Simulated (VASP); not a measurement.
A run of VASP 6.6.1 is set up as follows.

The input INCAR:

```
SYSTEM = CoSi2
PREC = Accurate
ENCUT = 520
EDIFF = 1E-7
ISMEAR = 0
SIGMA = 0.05
LREAL = .FALSE.
LASPH = .TRUE.
NELM = 150
ALGO = Normal
ISIF = 2
LWAVE = .FALSE.
LCHARG = .FALSE.
ISPIN = 2
MAGMOM = 0.05 0 0
LORBIT = 11
LMAXMIX = 4
GGA = B5
ALDAX = 1.0
AGGAX = 1.0
AGGAC = 1.0
ALDAC = 0.0
IVDW = 12
VDW_S6 = 1.0
VDW_S8 = 2.6996
VDW_A1 = 0.4298
VDW_A2 = 4.2359
NBANDS = 20
```

The input KPOINTS:

```
regular mesh
0
G
  8 8 8
  0 0 0
```

POSCAR

```
CoSi2
1.0
    0.0000000000      2.6128331107      2.6128331107
    2.6128331107      0.0000000000      2.6128331107
    2.6128331107      2.6128331107      0.0000000000
Co Si
1 2
Direct
    0.0000000000      0.0000000000      0.0000000000
    0.2500000000      0.2500000000      0.2500000000
    0.7500000000      0.7500000000      0.7500000000
```

Potentials or basis: VASP PAW PBE potentials, release 64 (Co, Si).

Command:

```console
$ cat potpaw_PBE.64/Co/POTCAR potpaw_PBE.64/Si/POTCAR > POTCAR
$ mpirun -np 1 vasp_std > vasp.out
```

**Question.** Predict the dispersion energy per atom.

**Answer.** -1.073 eV.

**Question.** Estimate the net moment.

**Answer.** 0.00 μB per cell.

**Question.** Predict the pressure.

**Answer.** 9.1 GPa.

Caveat: the PAW data sets were made with another functional, which shifts forces and pressure a little; pairwise dispersion overbinds metals, which lowers pressure and volume.
